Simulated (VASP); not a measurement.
A run of VASP 6.6.1 is set up as follows.

The input INCAR:

```
  PREC = Accurate
  ENCUT = 520
  EDIFF = 1E-7
  ISMEAR = -1
  SIGMA = 0.05
  LREAL = Auto
  LASPH = True
  NELM = 100
  ALGO = Normal
  ISIF = 2
  LWAVE = False
  LCHARG = False
  GGA = PS
  NBANDS = 38
```

Contents of KPOINTS:

```
regular mesh
0
Gamma
  3 3 1
```

Contents of POSCAR:

```
Al16H
1.0
    5.7275650000      0.0000000000      0.0000000000
    2.8637820000      4.9602170000      0.0000000000
    0.0000000000      0.0000000000     18.0148060000
Al H
16 1
Direct
    0.0000000000      0.0000000000      0.0555099000
    0.5000000000      0.0000000000      0.0555099000
    0.0000000000      0.5000000000      0.0555099000
    0.5000000000      0.5000000000      0.0555099000
    0.1638251804      0.1640465299      0.1835243861
    0.6721651495      0.1640588126      0.1835237933
    0.1638822915      0.6722968589      0.1835212583
    0.6666161466      0.6668257171      0.1846093004
   -0.1626294103      0.3253181992      0.3149991728
    0.3332374954      0.3336309327      0.3130654452
   -0.1627522472      0.8374682217      0.3149412015
    0.3252904769      0.8374946969      0.3149533993
    0.0000336265     -0.0001132672      0.4685318438
    0.4986029519      0.0029075061      0.4404167896
    0.0023810380      0.4990780345      0.4404580553
    0.4986682389      0.4990920034      0.4404688427
   -0.0007727486      0.0024139513      0.5587185289
```

Potentials or basis: VASP PAW PBE potentials, release 64 (Al, H).

Command:

```bash
$ cat potpaw_PBE.64/Al/POTCAR potpaw_PBE.64/H/POTCAR > POTCAR
$ mpirun -np 1 vasp_std > vasp.out
```

Q: What does it give for the largest force?

A: 0.081 eV/Å.

Forces on the atoms (eV/Å):
```
Al   0.000 -0.001 -0.081
Al   0.000  0.002  0.021
Al   0.002 -0.001  0.020
Al  -0.002 -0.001  0.020
Al   0.007  0.004  0.014
Al  -0.006  0.004  0.014
Al   0.000 -0.006  0.013
Al   0.000 -0.001  0.010
Al   0.000 -0.004 -0.013
Al   0.000 -0.001 -0.021
Al   0.004  0.002 -0.013
Al  -0.003  0.002 -0.013
Al   0.001  0.005  0.019
Al   0.000 -0.002  0.019
Al  -0.003  0.001  0.018
Al   0.002  0.001  0.018
H   -0.001 -0.004 -0.046
```

Caveat: the k points lie up to 0.42 Å⁻¹ apart; the PAW data sets were made with another functional, which shifts forces and pressure a little.
